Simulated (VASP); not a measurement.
Here is a VASP 6.6.1 calculation.

INCAR

```
SYSTEM = Zr2HS4
  PREC = Accurate
  ENCUT = 400
  EDIFF = 1E-6
  ISMEAR = 0
  SIGMA = 0.05
  LREAL = .False.
  LASPH = .True.
  NELM = 120
  ALGO = Normal
  ISIF = 2
  LWAVE = .False.
  LCHARG = .False.
  LDIPOL = .True.
  IDIPOL = 3
  DIPOL = 0.5 0.5 0.291
  GGA = PE
  IVDW = 12
  NBANDS = 62
  GGA_COMPAT = .False.
  NELMDL = -8
```

KPOINTS

```
Automatic mesh
0
Gamma
  6 6 1
  0 0 0
```

File POSCAR:

```
Zr2HS4
1.0
    7.2976778227      0.0000000000      0.0000000000
   -3.6488389114      6.3199743831      0.0000000000
    0.0000000000      0.0000000000     20.9171506047
S Zr H
8 4 2
Direct
    0.3333333333      0.1666666667      0.1912306354
    0.3333333333      0.6666666667      0.1912306354
    0.8333333333      0.1666666667      0.1912306354
    0.8333333333      0.6666666667      0.1912306354
    0.1666666667      0.3333333333      0.3306927762
    0.1666666667      0.8333333333      0.3306927762
    0.6666666667      0.3333333333      0.3306927762
    0.6666666667      0.8333333333      0.3306927762
    0.0000000000      0.0000000000      0.2609617058
    0.0000000000      0.5000000000      0.2609617058
    0.5000000000      0.0000000000      0.2609617058
    0.5000000000      0.5000000000      0.2609617058
    0.2866163718      0.7133836282      0.4741157528
    0.3800502948      0.6199497052      0.4741157528
```

Potentials or basis: VASP PAW PBE potentials, release 64 (S, Zr_sv, H).

Run with:

```bash
$ cat potpaw_PBE.64/S/POTCAR potpaw_PBE.64/Zr_sv/POTCAR potpaw_PBE.64/H/POTCAR > POTCAR
$ mpirun -np 1 vasp_std > vasp.out
```

**Question.** What does it give for the largest force?

**Answer.** 4.663 eV/Å.

**Question.** Predict the band gap on the k mesh.

**Answer.** 1.10 eV.

Forces on the atoms (eV/Å):
```
S    0.004 -0.001 -0.013
S   -0.003  0.002 -0.004
S   -0.003  0.002 -0.011
S    0.003 -0.003 -0.013
S    0.000  0.001  0.010
S    0.002 -0.001  0.028
S    0.000  0.000  0.020
S    0.000  0.000  0.010
Zr  -0.009  0.005  0.004
Zr   0.013 -0.004  0.007
Zr   0.010 -0.009  0.007
Zr  -0.009  0.005  0.008
H    4.033 -2.328 -0.030
H   -4.038  2.331 -0.024
```
